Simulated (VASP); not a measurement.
A run of VASP 6.6.1:

File INCAR:

```
PREC     = Accurate       # precision mode
ENCUT    = 600            # plane-wave cutoff, eV
EDIFF    = 1E-6           # SCF threshold, eV
ISMEAR   = -1             # smearing method
SIGMA    = 0.02           # smearing width, eV
LREAL    = F              # projectors in reciprocal space
LASPH    = T              # aspherical terms in the spheres
NELM     = 100            # most SCF steps
ALGO     = Normal         # electronic algorithm
ISIF     = 3              # what is computed and relaxed
LWAVE    = F              # write WAVECAR
LCHARG   = F              # write CHGCAR
GGA      = PE             # functional
IBRION   = 2              # ionic algorithm
NSW      = 80             # ionic steps
EDIFFG   = -0.01          # ionic threshold
```

KPOINTS

```
regular mesh
0
Gamma
  15 15 15
```

POSCAR

```
Br
1.0
    1.8700000000      1.8700000000      1.8700000000
   -1.8700000000      1.8700000000      1.8700000000
   -1.8700000000     -1.8700000000      1.8700000000
Br
1
Direct
    0.0000000000      0.0000000000      0.0000000000
```

Potentials or basis: VASP PAW PBE potentials, release 64 (Br).

Run with:

```bash
$ cat potpaw_PBE.64/Br/POTCAR > POTCAR
$ mpirun -np 1 vasp_std > vasp.out
```

Hardware: 1 thread of Intel Xeon 8259CL, with other jobs on the host.

Q: How long does it take, and how much memory?

A: Run time: 43 s on 1 thread of Intel Xeon 8259CL (shared host), peak memory 0.18 GiB. Counts: scf iterations 20, k points 120, ion steps 3.
